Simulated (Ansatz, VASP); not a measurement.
# BP in VASP and in Ansatz

```
B P
1.0
     1.94332   -2.93771    0.00000
     1.94332    2.93771    0.00000
     0.00000    0.00000    4.58069
B P
2 2
Direct
  0.66667 0.66667 0.50000
  0.33333 0.33333 0.50000
  0.83764 0.16236 0.00000
  0.16236 0.83764 0.00000
```

Alike in both runs: task relaxation of cell and atoms; functional PBE; k mesh 6 × 6 × 4; occupations gaussian, width 0.1 eV; no spin polarisation.

```csv
,VASP,Ansatz
version,VASP 6.6.1,Ansatz 0.2.0
potentials or method,"VASP PAW PBE potentials, release 64 (B, P), cutoff 600 eV","scalar-relativistic, plane waves, PAW"
valence electrons in the cell,16,16
```

```tsv
	VASP	Ansatz	Ansatz less VASP
gap on the k mesh at the Fermi level, each at its own relaxed structure (eV)	none	none	-
relaxed volume (Å³/atom)	11.83	13.62	+1.782
relaxed cell length with the largest relative difference (Å)	2.886	3.565	+0.6787
```

A gap of «none» marks a metal or a gap that the smearing closes. One of these differences is far larger than is usual between the two programs; its cause wasn't traced.
